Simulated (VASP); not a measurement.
# ScAl3 (Pm-3m) in VASP: single point with r2SCAN

Aim: the single point of ScAl3 with r2SCAN.

Program: VASP 6.6.1. These are calculated values, not measurements. Logs are shortened: lines on timing, memory, paths and dates and some standing lists are left out, and cuts for length are marked.

### Step 1. The cell of the first run

It takes space group Pm-3m (No. 221, cubic). Conventional cell: a = 4.086 Å, b = 4.086 Å, c = 4.086 Å, α = 90.00°, β = 90.00°, γ = 90.00°. Sc (site symmetry m-3m) has 12 Al at 2.89 Å within 3.8 Å. Within 3.8 Å of Al (site symmetry 4/mmm) lie 4 Sc at 2.89 Å and 8 Al at 2.89 Å.

### Step 2. Single point, r2SCAN

Input file POSCAR:

```
ScAl3
1.0
    4.0860238918      0.0000000000      0.0000000000
    0.0000000000      4.0860238918      0.0000000000
    0.0000000000      0.0000000000      4.0860238918
Sc Al
1 3
Direct
    0.0000000000      0.0000000000      0.0000000000
    0.5000000000      0.0000000000      0.5000000000
    0.0000000000      0.5000000000      0.5000000000
    0.5000000000      0.5000000000      0.0000000000
```

Input file INCAR.step1:

```
SYSTEM = ScAl3
PREC = Accurate
ENCUT = 520
ISMEAR = 0
SIGMA = 0.1
LREAL = .False.
LASPH = .True.
NELM = 80
NBANDS = 18
GGA = PE
ALGO = Normal
EDIFF = 1E-4
LWAVE = .True.
LCHARG = .False.
```

Input file INCAR.step2:

```
SYSTEM = ScAl3
PREC = Accurate
ENCUT = 520
EDIFF = 1E-6
ISMEAR = 0
SIGMA = 0.1
LREAL = .False.
LASPH = .True.
NELM = 80
ALGO = Normal
ISIF = 2
LWAVE = .False.
LCHARG = .False.
METAGGA = R2SCAN
LMIXTAU = .True.
NBANDS = 18
ISTART = 1
```

Input file KPOINTS:

```
Automatic mesh
0
Gamma
  12 12 12
  0 0 0
```

Potentials or basis: VASP PAW PBE potentials, release 64 (Sc_sv, Al).

Run with:

```bash
cat potpaw_PBE.64/Sc_sv/POTCAR potpaw_PBE.64/Al/POTCAR > POTCAR
cp INCAR.step1 INCAR
mpirun -np 1 vasp_std > vasp.out
cp INCAR.step2 INCAR
mpirun -np 1 vasp_std > vasp.out
```

OUTCAR:

```text
SYSTEM = ScAl3
   PREC = Accurate
   ENCUT = 520
   EDIFF = 1E-6
   ISMEAR = 0
   LREAL = .False.
   LASPH = .True.
   NELM = 80
   ISIF = 2
   METAGGA = R2SCAN
   ISTART = 1

 ion  position               nearest neighbor table
   1  0.000  0.000  0.000-   2 2.89   3 2.89   4 2.89   2 2.89   3 2.89   3 2.89   4 2.89   3 2.89
                             2 2.89   4 2.89   2 2.89   4 2.89
   2  0.500  0.000  0.500-   1 2.89   3 2.89   4 2.89   1 2.89   4 2.89   3 2.89   4 2.89   4 2.89
                             1 2.89   3 2.89   1 2.89   3 2.89
   3  0.000  0.500  0.500-   1 2.89   2 2.89   4 2.89   1 2.89   4 2.89   1 2.89   2 2.89   1 2.89
                             2 2.89   4 2.89   4 2.89   2 2.89
   4  0.500  0.500  0.000-   1 2.89   2 2.89   3 2.89   2 2.89   3 2.89   1 2.89   2 2.89   2 2.89
                             1 2.89   3 2.89   3 2.89   1 2.89

  LATTYP: Found a simple cubic cell.
 ALAT       =     4.0860238918

  Lattice vectors:

 A1 = (   4.0860238918,   0.0000000000,   0.0000000000)
 A2 = (   0.0000000000,   4.0860238918,   0.0000000000)
 A3 = (   0.0000000000,   0.0000000000,   4.0860238918)

Analysis of symmetry for initial positions (statically):
=====================================================================
 Subroutine PRICEL returns:
 Original cell was already a primitive cell.

 Routine SETGRP: Setting up the symmetry group for a
 simple cubic supercell.

 Subroutine GETGRP returns: Found 48 space group operations
 (whereof 48 operations were pure point group operations)
 out of a pool of 48 trial point group operations.

The static configuration has the point symmetry O_h .

Analysis of symmetry for dynamics (positions and initial velocities):
=====================================================================
 Subroutine PRICEL returns:
 Original cell was already a primitive cell.

 Routine SETGRP: Setting up the symmetry group for a
 simple cubic supercell.

 Subroutine GETGRP returns: Found 48 space group operations
 (whereof 48 operations were pure point group operations)
 out of a pool of 48 trial point group operations.

The dynamic configuration has the point symmetry O_h .

 Subroutine INISYM returns: Found 48 space group operations
 (whereof 48 operations are pure point group operations),
 and found     1 'primitive' translations

----------------------------------------------------------------------------------------

                                     Primitive cell

  volume of cell :      68.2186

  direct lattice vectors                    reciprocal lattice vectors
     4.086023892  0.000000000  0.000000000     0.244736699  0.000000000  0.000000000
     0.000000000  4.086023892  0.000000000     0.000000000  0.244736699  0.000000000
     0.000000000  0.000000000  4.086023892     0.000000000  0.000000000  0.244736699

  length of vectors
     4.086023892  4.086023892  4.086023892     0.244736699  0.244736699  0.244736699

  position of ions in fractional coordinates (direct lattice)
     0.000000000  0.000000000  0.000000000
     0.500000000  0.000000000  0.500000000
     0.000000000  0.500000000  0.500000000
     0.500000000  0.500000000  0.000000000

  ion indices of the primitive-cell ions
   primitive index   ion index
                 1           1
                 2           2
                 3           3
                 4           4

----------------------------------------------------------------------------------------

 KPOINTS: Automatic mesh

Automatic generation of k-mesh.
 Grid dimensions read from file:
 generate k-points for:   12   12   12

 Generating k-lattice:

  Cartesian coordinates                     Fractional coordinates (reciprocal lattice)
     0.020394725  0.000000000  0.000000000     0.083333333  0.000000000  0.000000000
     0.000000000  0.020394725  0.000000000     0.000000000  0.083333333  0.000000000
     0.000000000  0.000000000  0.020394725     0.000000000  0.000000000  0.083333333

  Length of vectors
     0.020394725  0.020394725  0.020394725

  Shift w.r.t. Gamma in fractional coordinates (k-lattice)
     0.000000000  0.000000000  0.000000000

 Subroutine IBZKPT returns following result:
 ===========================================

 Found     84 irreducible k-points:

 Following reciprocal coordinates:
            Coordinates               Weight
  0.000000  0.000000  0.000000      1.000000
  0.083333  0.000000  0.000000      6.000000
  0.166667  0.000000  0.000000      6.000000
  0.250000  0.000000  0.000000      6.000000
  0.333333  0.000000  0.000000      6.000000
  0.416667  0.000000  0.000000      6.000000
[... 16 lines left out ...]
  0.333333  0.333333  0.000000     12.000000
  0.416667  0.333333  0.000000     24.000000
 [... further k-points ...]
   k-points           NKPTS =     84   k-points in BZ     NKDIM =     84   number of bands    NBANDS=     18
   number of dos      NEDOS =    301   number of ions     NIONS =      4
   total plane-waves  NPLWV =  27000
   dimension x,y,z NGX =    30 NGY =   30 NGZ =   30
   dimension x,y,z NGXF=    60 NGYF=   60 NGZF=   60
   ions per type =               1   3
   NGX,Y,Z   is equivalent  to a cutoff of  12.21, 12.21, 12.21 a.u.
   NGXF,Y,Z  is equivalent  to a cutoff of  24.41, 24.41, 24.41 a.u.
 SYSTEM =  ScAl3
   PREC   = accura    normal or accurate (medium, high low for compatibility)
   ISTART =      1    job   : 0-new  1-cont  2-samecut
   ICHARG =      0    charge: 1-file 2-atom 10-const
   ISPIN  =      1    spin polarized calculation?
   LNONCOLLINEAR =      F non collinear calculations
   LSORBIT =      F    spin-orbit coupling
   LASPH  =      T    aspherical Exc in radial PAW
   ENCUT  =  520.0 eV  38.22 Ry    6.18 a.u.   7.60  7.60  7.60*2*pi/ulx,y,z
   NELM   =     80;   NELMIN=  2; NELMDL=  0     # of ELM steps
   EDIFF  = 0.1E-05   stopping-criterion for ELM
   LREAL  =      F    real-space projection
   EDIFFG = 0.1E-04   stopping-criterion for IOM
   NSW    =      0    number of steps for IOM
   IBRION =     -1    ionic relax: 0-MD 1-quasi-New 2-CG
   NFREE  =      0    steps in history (QN), initial steepest desc. (CG)
   ISIF   =      2    stress and relaxation
   ISYM   =      2    0-nonsym 1-usesym 2-fastsym
   POTIM  = 0.5000    time-step for ionic-motion
   TEBEG  =    0.0;   TEEND  =   0.0 temperature during run
   PSTRESS=    0.0 pullay stress
   NELECT =      20.0000    total number of electrons
   NUPDOWN=      -1.0000    fix difference up-down
   EMIN   =  10.00;   EMAX   =-10.00  energy-range for DOS
   EFERMI =   0.00;   METHOD = LEGACY
   ISMEAR =     0;   SIGMA  =   0.10  broadening in eV -4-tet -1-fermi 0-gaus
   EFERMI_NEDOS =   21; number of points for ismear=-14 and -15
   IALGO  =     38    algorithm
   IMIX   =      4    mixing-type and parameters
     AMIX     =   0.40;   BMIX     =  1.00
     AMIX_MAG =   1.60;   BMIX_MAG =  1.00
  volume/ion in A,a.u.               =      17.05       115.09
  Fermi-wavevector in a.u.,A,eV,Ry     =   1.087553  2.055178 16.092596  1.182772
  Thomas-Fermi vector in A             =   2.223715
   LORBIT       =      0    0 simple, 1 ext, 2 COOP (PROOUT), +10 PAW based schemes
   METAGGA = R2SCAN    functional components
   LHFCALC =     F    Hartree Fock is set to
   AEXX    =    0.0000 exact exchange contribution
   IVDW    =     0    specifies the selected vdW correction
   LEPSILON=     F    determine dielectric tensor
   LRPA    =     F    only Hartree local field effects (RPA)
 non-spin polarized calculation
 Gauss-broadening in eV      SIGMA  =   0.10
  energy-cutoff  :      520.00
  volume of cell :       68.22
 maximum number of plane-waves:      1856
   NGX = 15   NGY = 15   NGZ = 15

 number of electron      19.9999996 magnetization

 Free energy of the ion-electron system (eV)
  ---------------------------------------------------
  ext. energy  EPLUGINS =         0.00000000
  ---------------------------------------------------
  free energy    TOTEN  =       -33.51278673 eV

  energy without entropy =      -33.50686317  energy(sigma->0) =      -33.50982495

 E-fermi :   7.3453     XC(G=0): -11.1288

 val. band max:        7.3132157361   @ k =   0.2500   0.0833   0.0000
 cond. band min:       7.3514114697   @ k =   0.3333   0.2500   0.0000
 fundamental gap:      0.0381957336
 Fermi energy:         7.3453045755

 k-point     1 :       0.0000    0.0000    0.0000
  band No.  band energies     occupation
      1     -43.7489      2.00000
      2     -21.4882      2.00000
      3     -21.4882      2.00000
      4     -21.4882      2.00000
      5      -3.3311      2.00000
      6       4.6046      2.00000
[... 10 lines left out ...]
     17      12.9362      0.00000
     18      12.9362      0.00000

 k-point     2 :       0.0833    0.0000    0.0000
  band No.  band energies     occupation
      1     -43.7488      2.00000
      2     -21.4906      2.00000
      3     -21.4881      2.00000
      4     -21.4881      2.00000
      5      -3.2631      2.00000
      6       3.9164      2.00000
[... 10 lines left out ...]
     17      12.9959      0.00000
     18      12.9959      0.00000

 k-point     3 :       0.1667    0.0000    0.0000
  band No.  band energies     occupation
      1     -43.7485      2.00000
      2     -21.4972      2.00000
      3     -21.4875      2.00000
      4     -21.4875      2.00000
      5      -3.0607      2.00000
      6       2.8952      2.00000
[... 10 lines left out ...]
     17      12.9775      0.00000
     18      12.9775      0.00000

 k-point     4 :       0.2500    0.0000    0.0000
  band No.  band energies     occupation
      1     -43.7482      2.00000
      2     -21.5061      2.00000
      3     -21.4868      2.00000
      4     -21.4868      2.00000
      5      -2.7284      2.00000
      6       1.8623      2.00000
[... 375 lines left out ...]
      4     -21.4840      2.00000
      5      -0.8626      2.00000
      6       0.1277      2.00000
[... 10 lines left out ...]
     17      12.7903      0.00000
     18      12.9603      0.00000

 k-point    23 :       0.3333    0.3333    0.0000
  band No.  band energies     occupation
      1     -43.7468      2.00000
      2     -21.5120      2.00000
      3     -21.5112      2.00000
      4     -21.4840      2.00000
      5      -1.3019      2.00000
      6       1.7417      2.00000
[... 10 lines left out ...]
     17      11.9568      0.00000
     18      13.8239      0.00000

 k-point    24 :       0.4167    0.3333    0.0000
  band No.  band energies     occupation
      1     -43.7465      2.00000
      2     -21.5178      2.00000
      3     -21.5108      2.00000
      4     -21.4835      2.00000
      5      -0.8188      2.00000
      6       0.9806      2.00000
[... 10 lines left out ...]
     17      12.0480      0.00000
     18      13.6713      0.00000

 [... further k-points ...]
[... 5 lines left out ...]
  --------------------------------------------------------------------------------------
  -------------------------------------------------------------------------------------
  Total       -0.0014116     -0.0014116     -0.0014116      0.0000000     -0.0000000     -0.0000000
  in kB       -0.0331519     -0.0331519     -0.0331519      0.0000000     -0.0000000     -0.0000000
  external PRESSURE =      -0.0331519 kB  Pullay stress =       0.0000000 kB

 VOLUME and BASIS-vectors are now :
 -----------------------------------------------------------------------------
  energy-cutoff  :      520.00
  volume of cell :       68.22
      direct lattice vectors                 reciprocal lattice vectors
     4.086023892  0.000000000  0.000000000     0.244736699  0.000000000  0.000000000
     0.000000000  4.086023892  0.000000000     0.000000000  0.244736699  0.000000000
     0.000000000  0.000000000  4.086023892     0.000000000  0.000000000  0.244736699

 POSITION                                       TOTAL-FORCE (eV/Angst)
 -----------------------------------------------------------------------------------
      0.00000      0.00000      0.00000         0.000000      0.000000      0.000000
      2.04301      0.00000      2.04301         0.000000      0.000000      0.000000
      0.00000      2.04301      2.04301         0.000000      0.000000      0.000000
      2.04301      2.04301      0.00000         0.000000      0.000000      0.000000
 -----------------------------------------------------------------------------------
    total drift:                               -0.000000     -0.000000     -0.000000

  FREE ENERGIE OF THE ION-ELECTRON SYSTEM (eV)
  ---------------------------------------------------
  free  energy   TOTEN  =       -33.5127867340 eV

  energy  without entropy=      -33.5068631719  energy(sigma->0) =      -33.50982495
```

Wall time 3.5 min (1 thread of AMD EPYC 7R13 (Zen 3), shared host); peak memory 0.2 GiB.

Results:

| Quantity | Value |
| --- | --- |
| Free energy | -33.5128 eV |
| Pressure | 0.0 GPa |
| Band gap on the k mesh | zero (bands 10 and 11 overlap by 4.25 eV) |

Levels at points of the mesh, in eV from the Fermi level:
```tsv
k point	band 6	band 7	band 8	band 9	band 10	band 11	band 12	band 13	band 14	band 15
(0.00, 0.00, 0.00)	-2.74	-2.74	-2.04	-2.04	-2.04	1.29	1.39	1.39	1.39	5.28
(0.50, 0.00, 0.00)	-7.82	-1.88	-1.88	-1.61	0.96	0.96	1.17	1.32	1.77	2.42
(0.50, 0.50, 0.00)	-6.01	-6.01	-4.72	-0.59	-0.59	1.18	1.49	2.30	2.77	3.63
(0.50, 0.50, 0.50)	-5.04	-5.04	-4.85	-3.30	-3.30	-3.30	1.04	2.88	2.88	4.33
```

Caveat: the PAW data sets were made with another functional, which shifts forces and pressure a little.
